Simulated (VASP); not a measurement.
Write the native input for VASP 6.6.1 that does the following.

| Item | Value |
| --- | --- |
| Task | relaxation of cell and atoms |
| Functional | PBE |
| Potentials or basis | VASP PAW PBE potentials, release 64 (La, O) |
| Cutoff | 600 eV |
| k mesh | 9 × 9 × 4 |
| Occupations | gaussian, width 0.02 eV |
| Spin | no spin polarisation |
| Dipole correction | no |
| Further INCAR settings | ALGO = Normal; EDIFF = 1e-06; IBRION = 2; EDIFFG = -0.002; NSW = 100; ISIF = 3 |

The structure of La2O3 (kpbe) lies in POSCAR:

```
La2O3
1.0
    3.9307778800      0.0000000000      0.0000000000
   -1.9653889400      3.4041535000      0.0000000000
    0.0000000000      0.0000000000      6.1119535200
La O
2 3
Direct
    0.6666666700      0.3333333300      0.7537643200
    0.3333333300      0.6666666700      0.2462356800
    0.6666666700      0.3333333300      0.3541093500
    0.3333333300      0.6666666700      0.6458906500
    0.0000000000      0.0000000000      0.0000000000
```

These files were run (other wordings do the same):

INCAR

```
SYSTEM = La2O3
PREC     = Accurate       ! precision mode
ENCUT    = 600            ! plane-wave cutoff, eV
EDIFF    = 1E-6           ! SCF threshold, eV
ISMEAR   = 0              ! smearing method
SIGMA    = 0.02           ! smearing width, eV
LREAL    = .False.        ! projectors in reciprocal space
LASPH    = .True.         ! aspherical terms in the spheres
NELM     = 60             ! most SCF steps
ALGO     = Normal         ! electronic algorithm
ISIF     = 3              ! what is computed and relaxed
LWAVE    = .False.        ! write WAVECAR
LCHARG   = .False.        ! write CHGCAR
GGA      = PE             ! functional
IBRION   = 2              ! ionic algorithm
NSW      = 100            ! ionic steps
EDIFFG   = -0.002         ! ionic threshold
```

KPOINTS

```
regular mesh
0
Gamma
  9 9 4
  0 0 0
```

Potentials or basis: VASP PAW PBE potentials, release 64 (La, O).

Launch:

```bash
$ cat potpaw_PBE.64/La/POTCAR potpaw_PBE.64/O/POTCAR > POTCAR
$ mpirun -np 1 vasp_std > vasp.out
```

Results of the run:

```
Relaxed volume                         : 16.58 Å³/atom
Relaxed cell                           : a = 3.937 Å, b = 3.937 Å, c = 6.179 Å, α = 90.00°, β = 90.00°, γ = 120.00°
Space group after relaxing (to 0.05 Å) : P-3m1 (No. 164)
Energy gained by relaxing              : 1.1 meV/atom
Ionic steps                            : 17
Pressure after relaxing                : 0.0 GPa
Band gap on the k mesh                 : 3.88 eV, indirect (least direct gap 3.98 eV)
```

Caveat: spin-orbit coupling is left out, which moves the levels of the heavy elements.

Wall time 12 min on 1 thread of Intel(R) Xeon(R) 6975P-C (Granite Rapids), on a shared host, peak memory 0.29 GiB.
